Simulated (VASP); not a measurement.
# KTaO3 (Pm-3m) in VASP: a series of runs, part 2 of 3

VASP 6.6.1. The steps go on from the part before.

### Step 3. Relaxation of cell and atoms, r2SCAN (13.96 Å³/atom)

POSCAR

```
KTaO3
1.0
    4.1170427845      0.0000000000      0.0000000000
    0.0000000000      4.1170427845      0.0000000000
    0.0000000000      0.0000000000      4.1170427845
Ta K O
1 1 3
Direct
    0.0000000000      0.0000000000      0.0000000000
    0.5000000000      0.5000000000      0.5000000000
    0.0000000000      0.0000000000      0.5000000000
    0.0000000000      0.5000000000      0.0000000000
    0.5000000000      0.0000000000      0.0000000000
```

INCAR.step1

```
SYSTEM = KTaO3
METAGGA = R2SCAN ; ISMEAR = 0
SIGMA = 0.03 ; LWAVE = .False.
LCHARG = .False. ; NSW = 80
PREC = Normal ; LASPH = .True.
LREAL = .False. ; ALGO = Normal
EDIFF = 1E-7 ; NELM = 120
GGA_COMPAT = .False. ; IBRION = 2
ISIF = 3 ; EDIFFG = -0.005
NELMIN = 4 ; ENCUT = 840
EFERMI = MIDGAP ; LMIXTAU = .True.
KPAR = 8 ; POTIM = 0.5
```

INCAR.step3

```
SYSTEM = KTaO3
METAGGA = R2SCAN ; ISMEAR = 0
SIGMA = 0.03 ; LWAVE = .False.
LCHARG = .False. ; PREC = Normal
LASPH = .True. ; LREAL = .False.
ALGO = Normal ; EDIFF = 1E-7
NELM = 120 ; GGA_COMPAT = .False.
ISIF = 2 ; ENCUT = 840
EFERMI = MIDGAP ; LMIXTAU = .True.
KPAR = 8
```

KPOINTS

```
Automatic mesh
0
Gamma
  7 7 7
  0 0 0
```

Potentials or basis: VASP PAW PBE potentials, release 64 (Ta_pv, K_sv, O).

Run with:

```bash
$ cat potpaw_PBE.64/Ta_pv/POTCAR potpaw_PBE.64/K_sv/POTCAR potpaw_PBE.64/O/POTCAR > POTCAR
$ cp INCAR.step1 INCAR
$ cp POSCAR.step1 POSCAR
$ mpirun -np 8 vasp_std > vasp.out
$ cp CONTCAR POSCAR
$ mpirun -np 8 vasp_std > vasp.out
$ cp CONTCAR POSCAR
$ cp INCAR.step3 INCAR
$ mpirun -np 8 vasp_std > vasp.out
```

OUTCAR:

```text
SYSTEM = KTaO3
   METAGGA = R2SCAN
   ISMEAR = 0
   PREC = Normal
   LASPH = .True.
   LREAL = .False.
   EDIFF = 1E-7
   NELM = 120
   ISIF = 2
   ENCUT = 840
   EFERMI = MIDGAP

 ion  position               nearest neighbor table
   1  0.000  0.000  0.000-   3 2.00   4 2.00   5 2.00   3 2.00   4 2.00   5 2.00   2 3.46   2 3.46
                             2 3.46   2 3.46   2 3.46   2 3.46   2 3.46   2 3.46
   2  0.500  0.500  0.500-   3 2.83   4 2.83   5 2.83   4 2.83   5 2.83   3 2.83   5 2.83   5 2.83
                             3 2.83   4 2.83   4 2.83   3 2.83   1 3.46   1 3.46   1 3.46   1 3.46
   3  0.000  0.000  0.500-   1 2.00   1 2.00   2 2.83   2 2.83   2 2.83   2 2.83
   4  0.000  0.500  0.000-   1 2.00   1 2.00   2 2.83   2 2.83   2 2.83   2 2.83
   5  0.500  0.000  0.000-   1 2.00   1 2.00   2 2.83   2 2.83   2 2.83   2 2.83

  LATTYP: Found a simple cubic cell.
 ALAT       =     3.9964643095

  Lattice vectors:

 A1 = (   3.9964643095,   0.0000000000,   0.0000000000)
 A2 = (   0.0000000000,   3.9964643095,   0.0000000000)
 A3 = (   0.0000000000,   0.0000000000,   3.9964643095)

Analysis of symmetry for initial positions (statically):
=====================================================================
 Subroutine PRICEL returns:
 Original cell was already a primitive cell.

 Routine SETGRP: Setting up the symmetry group for a
 simple cubic supercell.

 Subroutine GETGRP returns: Found 48 space group operations
 (whereof 48 operations were pure point group operations)
 out of a pool of 48 trial point group operations.

The static configuration has the point symmetry O_h .

Analysis of symmetry for dynamics (positions and initial velocities):
=====================================================================
 Subroutine PRICEL returns:
 Original cell was already a primitive cell.

 Routine SETGRP: Setting up the symmetry group for a
 simple cubic supercell.

 Subroutine GETGRP returns: Found 48 space group operations
 (whereof 48 operations were pure point group operations)
 out of a pool of 48 trial point group operations.

The dynamic configuration has the point symmetry O_h .
[... 126 lines left out ...]
   LORBIT       =      0    0 simple, 1 ext, 2 COOP (PROOUT), +10 PAW based schemes
   METAGGA = R2SCAN    functional components
   LHFCALC =     F    Hartree Fock is set to
   AEXX    =    0.0000 exact exchange contribution
   IVDW    =     0    specifies the selected vdW correction
   LEPSILON=     F    determine dielectric tensor
   LRPA    =     F    only Hartree local field effects (RPA)

   CSHIFT  =0.1000    complex shift for real part using Kramers Kronig

   OMEGAMAX=  -1.0    maximum frequency
 non-spin polarized calculation
 Gauss-broadening in eV      SIGMA  =   0.03
  energy-cutoff  :      840.00
  volume of cell :       63.83
 maximum number of plane-waves:      3575
   NGX = 19   NGY = 19   NGZ = 19

 number of electron      38.0000042 magnetization

 Free energy of the ion-electron system (eV)
  ---------------------------------------------------
  ext. energy  EPLUGINS =         0.00000000
  ---------------------------------------------------
  free energy    TOTEN  =       -87.19074357 eV

  energy without entropy =      -87.19074357  energy(sigma->0) =      -87.19074357

 E-fermi :   2.6358     XC(G=0): -11.5214

 val. band max:        1.3123716657   @ k =   0.4286   0.4286   0.4286
 cond. band min:       3.9592137977   @ k =   0.0000   0.0000   0.0000
 fundamental gap:      2.6468421320
 Fermi energy:         2.6357927317

 k-point     1 :       0.0000    0.0000    0.0000
  band No.  band energies     occupation
      1     -33.9349      2.00000
      2     -33.9349      2.00000
      3     -33.9349      2.00000
      4     -27.0775      2.00000
      5     -17.1532      2.00000
      6     -16.4860      2.00000
[... 509 lines left out ...]
     22       8.0345      0.00000
     23      11.2531      0.00000

------------------------ aborting loop because EDIFF is reached ----------------------------------------

  FORCE on cell =-STRESS in cart. coord.  units (eV):
  Direction    XX          YY          ZZ          XY          YZ          ZX
  --------------------------------------------------------------------------------------
  -------------------------------------------------------------------------------------
  Total       -0.0154568     -0.0154568     -0.0154568      0.0000000      0.0000000      0.0000000
  in kB       -0.3879726     -0.3879726     -0.3879726      0.0000000      0.0000000      0.0000000
  external PRESSURE =      -0.3879726 kB  Pullay stress =       0.0000000 kB

 VOLUME and BASIS-vectors are now :
 -----------------------------------------------------------------------------
  energy-cutoff  :      840.00
  volume of cell :       63.83
      direct lattice vectors                 reciprocal lattice vectors
     3.996464309  0.000000000  0.000000000     0.250221176  0.000000000  0.000000000
     0.000000000  3.996464309  0.000000000     0.000000000  0.250221176  0.000000000
     0.000000000  0.000000000  3.996464309     0.000000000  0.000000000  0.250221176

 POSITION                                       TOTAL-FORCE (eV/Angst)
 -----------------------------------------------------------------------------------
      0.00000      0.00000      0.00000         0.000000      0.000000      0.000000
      1.99823      1.99823      1.99823         0.000000      0.000000      0.000000
      0.00000      0.00000      1.99823         0.000000      0.000000      0.000000
      0.00000      1.99823      0.00000         0.000000      0.000000      0.000000
      1.99823      0.00000      0.00000         0.000000      0.000000      0.000000
 -----------------------------------------------------------------------------------
    total drift:                                0.000000      0.000000     -0.000000

  FREE ENERGIE OF THE ION-ELECTRON SYSTEM (eV)
  ---------------------------------------------------
  free  energy   TOTEN  =       -87.1907435738 eV

  energy  without entropy=      -87.1907435738  energy(sigma->0) =      -87.19074357
```

OUTCAR.step1:

```text
SYSTEM = KTaO3
   METAGGA = R2SCAN
   ISMEAR = 0
   NSW = 80
   PREC = Normal
   LASPH = .True.
   LREAL = .False.
   EDIFF = 1E-7
   NELM = 120
   IBRION = 2
   ISIF = 3
   EDIFFG = -0.005
   NELMIN = 4
   ENCUT = 840
[... 451 lines left out ...]
 fundamental gap:      2.6467951943
 Fermi energy:         2.6358696164

 k-point     1 :       0.0000    0.0000    0.0000
  band No.  band energies     occupation
      1     -33.9349      2.00000
      2     -33.9349      2.00000
      3     -33.9349      2.00000
      4     -27.0777      2.00000
      5     -17.1532      2.00000
      6     -16.4860      2.00000
[... 541 lines left out ...]
  FREE ENERGIE OF THE ION-ELECTRON SYSTEM (eV)
  ---------------------------------------------------
  free  energy   TOTEN  =       -87.1925714217 eV

  energy  without entropy=      -87.1925714217  energy(sigma->0) =      -87.19257142

 reached required accuracy - stopping structural energy minimisation
```

Run time: 3.7 min. Hardware: 8 MPI ranks of Intel Xeon Platinum 8375C at 2.90GHz (Ice Lake), shared host; peak memory 0.26 GiB.

Results:

```yaml
Free_energy: -87.1907 eV
Relaxed_volume: 12.77 Å³/atom
Relaxed_cell: a = 3.996 Å, b = 3.996 Å, c = 3.996 Å, α = 90.00°, β = 90.00°, γ = 90.00°
Space_group_after_relaxing_to_0.1_Å: Pm-3m (No. 221)
Energy_gained_by_relaxing: 61.5 meV/atom
Ionic_steps: 8
Pressure_after_relaxing: 0.0 GPa
Band_gap_on_the_k_mesh: 2.65 eV (least direct gap 3.24 eV)
```

The path:
```csv
step,energy change (eV),largest force (eV/Å),pressure (GPa),volume (Å³)
1,0.0000,0.0000,-15.33,69.78
2,0.2504,0.0000,29.63,57.15
3,-0.3089,0.0000,-0.48,63.98
4,-0.3091,0.0000,-0.08,63.85
5,-0.3090,0.0000,0.31,63.74
6,-0.3090,0.0000,-0.36,63.94
7,-0.3091,0.0000,0.00,63.83
8,-0.3073,0.0000,-0.04,63.83
```

Final structure:
```
CELL_PARAMETERS angstrom
3.99646 0.00000 0.00000
0.00000 3.99646 0.00000
0.00000 0.00000 3.99646
ATOMIC_POSITIONS crystal
Ta 0.00000 0.00000 0.00000
K 0.50000 0.50000 0.50000
O 0.00000 0.00000 0.50000
O 0.00000 0.50000 0.00000
O 0.50000 0.00000 0.00000
```

Levels at points of the mesh, in eV from the valence-band top:
```
           k point  band 16  band 17  band 18  band 19  band 20  band 21  band 22  band 23
(0.00, 0.00, 0.00)    -1.03    -0.60    -0.60    -0.60     2.65     2.65     2.65     7.15
```

Caveat: the PAW data sets were made with another functional, which shifts forces and pressure a little; spin-orbit coupling is left out, which moves the levels of the heavy elements; an odd mesh through Γ misses points on the zone boundary, where band edges can lie.

[end of part 2 of 3]
